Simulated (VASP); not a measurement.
The system is AlSn.

```xyz
2
Lattice="4.1981 0.0000 0.0000 -2.0991 3.6357 0.0000 0.0000 0.0000 3.3068" Properties=species:S:1:pos:R:3 pbc="T T T"
Sn    0.0000    2.4238    1.6534
Al    0.0000    0.0000    0.0000
```

| Quantity | Value |
| --- | --- |
| Program | VASP 6.6.1 |
| Task | relaxation of cell and atoms |
| Functional | BLYP |
| Potentials or basis | VASP PAW PBE potentials, release 64 (Sn_d, Al) |
| Cutoff | 600 eV |
| k mesh | 7 × 7 × 8 |
| Occupations | fermi-dirac, width 0.05 eV |
| Spin | no spin polarisation |

At the start: pressure 3.8 GPa; volume 25.24 Å³/atom.

**Question.** How do energy, volume and symmetry change on relaxing?

**Answer.** Over 5 steps the energy falls by 24.1 meV/atom and the volume is 27.46 Å³/atom (+8.8 %); space group P-6m2 (No. 187, to 0.05 Å).

The path:
```csv
step,energy change (eV),largest force (eV/Å),pressure (GPa),volume (Å³)
1,0.0000,0.0000,3.75,50.47
2,-0.0472,0.0000,-0.07,54.92
3,-0.0473,0.0000,0.03,54.77
4,-0.0481,0.0000,0.02,54.86
5,-0.0482,0.0000,0.03,54.91
```

Final structure:
```
Sn Al
1.0
     4.32589    0.00000    0.00000
    -2.16295    3.74633    0.00000
     0.00000    0.00000    3.38842
Sn Al
1 1
Direct
  0.33333 0.66667 0.50000
  0.00000 0.00000 0.00000
```

Caveat: the PAW data sets were made with another functional, which shifts forces and pressure a little.
